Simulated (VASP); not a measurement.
# TiSi2 (Cmcm) in VASP: single point with r2SCAN

Aim: the single point of TiSi2 with r2SCAN.

All numbers are computed with VASP 6.6.1; they aren't measurements. Logs are shortened: lines on timing, memory, paths and dates and some standing lists are left out, and cuts for length are marked.

## Step 1: The cell of the first run

The structure is orthorhombic, space group Cmcm (No. 63). The conventional cell has a = 3.535 Å, b = 13.566 Å, c = 3.571 Å, α = 90.00°, β = 90.00°, γ = 90.00°. Within 3.6 Å of Ti (site symmetry m2m) lie 10 Si at 2.59 to 2.81 Å and 6 Ti at 3.32 to 3.57 Å. Si (site symmetry m2m) has 6 Si at 2.38 to 3.16 Å and 6 Ti at 2.59 to 2.81 Å within 3.2 Å. Within 3.3 Å of Si (site symmetry m2m) lie 8 Si at 2.51 to 3.16 Å and 4 Ti at 2.66 to 2.67 Å.

## Step 2: Single point, r2SCAN

POSCAR

```
TiSi2
1.0
    1.7677192121     -6.7829817544      0.0000000000
    1.7677192121      6.7829817544      0.0000000000
    0.0000000000      0.0000000000      3.5708218851
Ti Si
2 4
Direct
    0.8966493564      0.1033506436      0.7500000000
    0.1033506436      0.8966493564      0.2500000000
    0.5581199990      0.4418800010      0.7500000000
    0.4418800010      0.5581199990      0.2500000000
    0.2498413705      0.7501586295      0.7500000000
    0.7501586295      0.2498413705      0.2500000000
```

INCAR.step1

```
SYSTEM = TiSi2
ALGO = Normal ; EDIFF = 1E-4
ENCUT = 520 ; GGA = PE
ISMEAR = 0 ; LASPH = .TRUE.
LCHARG = .FALSE. ; LREAL = .FALSE.
LWAVE = .TRUE. ; NBANDS = 29
NELM = 100 ; PREC = Accurate
SIGMA = 0.1
```

INCAR.step2

```
SYSTEM = TiSi2
ALGO = Normal ; EDIFF = 1E-6
ENCUT = 520 ; ISIF = 2
ISMEAR = 0 ; ISTART = 1
LASPH = .TRUE. ; LCHARG = .FALSE.
LMIXTAU = .TRUE. ; LREAL = .FALSE.
LWAVE = .FALSE. ; METAGGA = R2SCAN
NBANDS = 29 ; NELM = 100
PREC = Accurate ; SIGMA = 0.1
```

KPOINTS

```
k-points
0
G
  10 10 10
  0 0 0
```

Potentials or basis: VASP PAW PBE potentials, release 64 (Ti_sv, Si).

Run with:

```bash
> cat potpaw_PBE.64/Ti_sv/POTCAR potpaw_PBE.64/Si/POTCAR > POTCAR
> cp INCAR.step1 INCAR
> mpirun -np 1 vasp_std > vasp.out
> cp INCAR.step2 INCAR
> mpirun -np 1 vasp_std > vasp.out
```

OUTCAR:

```text
SYSTEM = TiSi2
   EDIFF = 1E-6
   ENCUT = 520
   ISIF = 2
   ISMEAR = 0
   ISTART = 1
   LASPH = .TRUE.
   LREAL = .FALSE.
   METAGGA = R2SCAN
   NELM = 100
   PREC = Accurate

 ion  position               nearest neighbor table
   1  0.897  0.103  0.750-   4 2.59   4 2.59   4 2.59   4 2.59   5 2.66   5 2.66   6 2.67   6 2.67
                             3 2.81   3 2.81
   2  0.103  0.897  0.250-   3 2.59   3 2.59   3 2.59   3 2.59   6 2.66   6 2.66   5 2.67   5 2.67
                             4 2.81   4 2.81
   3  0.558  0.442  0.750-   4 2.38   4 2.38   2 2.59   2 2.59   2 2.59   2 2.59   1 2.81   1 2.81
                             5 3.14   5 3.14
   4  0.442  0.558  0.250-   3 2.38   3 2.38   1 2.59   1 2.59   1 2.59   1 2.59   2 2.81   2 2.81
                             6 3.14   6 3.14
   5  0.250  0.750  0.750-   6 2.51   6 2.51   6 2.51   6 2.51   1 2.66   1 2.66   2 2.67   2 2.67
                             3 3.14   3 3.14
   6  0.750  0.250  0.250-   5 2.51   5 2.51   5 2.51   5 2.51   2 2.66   2 2.66   1 2.67   1 2.67
                             4 3.14   4 3.14

  LATTYP: Found a base centered orthorhombic cell.
 ALAT       =     3.5354384242
 B/A-ratio  =     3.8371375431
 C/A-ratio  =     1.0100082243

  Lattice vectors:

 A1 = (   1.7677192121,  -6.7829817544,   0.0000000000)
 A2 = (   1.7677192121,   6.7829817544,   0.0000000000)
 A3 = (   0.0000000000,   0.0000000000,   3.5708218851)

Analysis of symmetry for initial positions (statically):
=====================================================================
 Subroutine PRICEL returns:
 Original cell was already a primitive cell.

 Routine SETGRP: Setting up the symmetry group for a
 base centered orthorhombic supercell.

 Subroutine GETGRP returns: Found  8 space group operations
 (whereof  4 operations were pure point group operations)
 out of a pool of  8 trial point group operations.

The static configuration has the point symmetry C_2h.
 The point group associated with its full space group is D_2h.

Analysis of symmetry for dynamics (positions and initial velocities):
=====================================================================
 Subroutine PRICEL returns:
 Original cell was already a primitive cell.

 Routine SETGRP: Setting up the symmetry group for a
 base centered orthorhombic supercell.

 Subroutine GETGRP returns: Found  8 space group operations
 (whereof  4 operations were pure point group operations)
 out of a pool of  8 trial point group operations.

The dynamic configuration has the point symmetry C_2h.
[... 113 lines left out ...]
   NFREE  =      0    steps in history (QN), initial steepest desc. (CG)
   ISIF   =      2    stress and relaxation
   ISYM   =      2    0-nonsym 1-usesym 2-fastsym
   POTIM  = 0.5000    time-step for ionic-motion
   TEBEG  =    0.0;   TEEND  =   0.0 temperature during run
   PSTRESS=    0.0 pullay stress
   NELECT =      40.0000    total number of electrons
   NUPDOWN=      -1.0000    fix difference up-down
   EMIN   =  10.00;   EMAX   =-10.00  energy-range for DOS
   EFERMI =   0.00;   METHOD = LEGACY
   ISMEAR =     0;   SIGMA  =   0.10  broadening in eV -4-tet -1-fermi 0-gaus
   EFERMI_NEDOS =   21; number of points for ismear=-14 and -15
   IALGO  =     38    algorithm
   IMIX   =      4    mixing-type and parameters
     AMIX     =   0.40;   BMIX     =  1.00
     AMIX_MAG =   1.60;   BMIX_MAG =  1.00
  volume/ion in A,a.u.               =      14.27        96.31
  Fermi-wavevector in a.u.,A,eV,Ry     =   1.270235  2.400396 21.952964  1.613497
  Thomas-Fermi vector in A             =   2.403233
   LORBIT       =      0    0 simple, 1 ext, 2 COOP (PROOUT), +10 PAW based schemes
   METAGGA = R2SCAN    functional components
   LHFCALC =     F    Hartree Fock is set to
   AEXX    =    0.0000 exact exchange contribution
   IVDW    =     0    specifies the selected vdW correction
   LEPSILON=     F    determine dielectric tensor
   LRPA    =     F    only Hartree local field effects (RPA)
 non-spin polarized calculation
 Gauss-broadening in eV      SIGMA  =   0.10
  energy-cutoff  :      520.00
  volume of cell :       85.63
 maximum number of plane-waves:      2328
 NGX is ok and might be reduce to    54
   NGX = 27   NGY = 27   NGZ = 13

 number of electron      40.0000004 magnetization

 Free energy of the ion-electron system (eV)
  ---------------------------------------------------
  ext. energy  EPLUGINS =         0.00000000
  ---------------------------------------------------
  free energy    TOTEN  =       -64.27343301 eV

  energy without entropy =      -64.26701565  energy(sigma->0) =      -64.27022433

 E-fermi :  10.5182     XC(G=0): -12.4029

 val. band max:       10.5081551674   @ k =   0.5000   0.5000   0.4000
 cond. band min:      10.5240743466   @ k =   0.5000   0.2000   0.0000
 fundamental gap:      0.0159191792
 Fermi energy:        10.5182245317

 k-point     1 :       0.0000    0.0000    0.0000
  band No.  band energies     occupation
      1     -48.7075      2.00000
      2     -48.6981      2.00000
      3     -24.0213      2.00000
      4     -23.9750      2.00000
      5     -23.9680      2.00000
      6     -23.9617      2.00000
[... 757 lines left out ...]
     28      13.9936      0.00000
     29      14.0779      0.00000

 [... further k-points ...]

------------------------ aborting loop because EDIFF is reached ----------------------------------------

  FORCE on cell =-STRESS in cart. coord.  units (eV):
  Direction    XX          YY          ZZ          XY          YZ          ZX
  --------------------------------------------------------------------------------------
  -------------------------------------------------------------------------------------
  Total       -0.3920876     -0.3482476     -0.4270501      0.0000000      0.0000000      0.0000000
  in kB       -7.3360386     -6.5157836     -7.9901937      0.0000000      0.0000000      0.0000000
  external PRESSURE =      -7.2806720 kB  Pullay stress =       0.0000000 kB

 VOLUME and BASIS-vectors are now :
 -----------------------------------------------------------------------------
  energy-cutoff  :      520.00
  volume of cell :       85.63
      direct lattice vectors                 reciprocal lattice vectors
     1.767719212 -6.782981754  0.000000000     0.282850351 -0.073713894  0.000000000
     1.767719212  6.782981754  0.000000000     0.282850351  0.073713894  0.000000000
     0.000000000  0.000000000  3.570821885     0.000000000  0.000000000  0.280047572

 POSITION                                       TOTAL-FORCE (eV/Angst)
 -----------------------------------------------------------------------------------
      1.76772     -5.38093      2.67812         0.000000      0.001917      0.000000
      1.76772      5.38093      0.89271         0.000000     -0.001917     -0.000000
      1.76772     -0.78845      2.67812         0.000000      0.023096      0.000000
      1.76772      0.78845      0.89271         0.000000     -0.023096      0.000000
      1.76772      3.39364      2.67812         0.000000     -0.002061      0.000000
      1.76772     -3.39364      0.89271         0.000000      0.002061      0.000000
 -----------------------------------------------------------------------------------
    total drift:                               -0.000000     -0.000000      0.000000

  FREE ENERGIE OF THE ION-ELECTRON SYSTEM (eV)
  ---------------------------------------------------
  free  energy   TOTEN  =       -64.2734330131 eV

  energy  without entropy=      -64.2670156466  energy(sigma->0) =      -64.27022433
```

It took 81 min on 1 thread of Intel Xeon 8259CL, shared host; peak memory 0.56 GiB.

Results:

- Free energy: -64.2734 eV
- Pressure: -0.7 GPa
- Largest force: 0.023 eV/Å
- Band gap on the k mesh: zero (bands 20 and 21 overlap by 1.03 eV)

Forces in eV/Å, atoms in the order of the input:
```
Ti   0.000  0.002  0.000
Ti   0.000 -0.002  0.000
Si   0.000  0.023  0.000
Si   0.000 -0.023  0.000
Si   0.000 -0.002  0.000
Si   0.000  0.002  0.000
```

Caveat: the PAW data sets were made with another functional, which shifts forces and pressure a little.
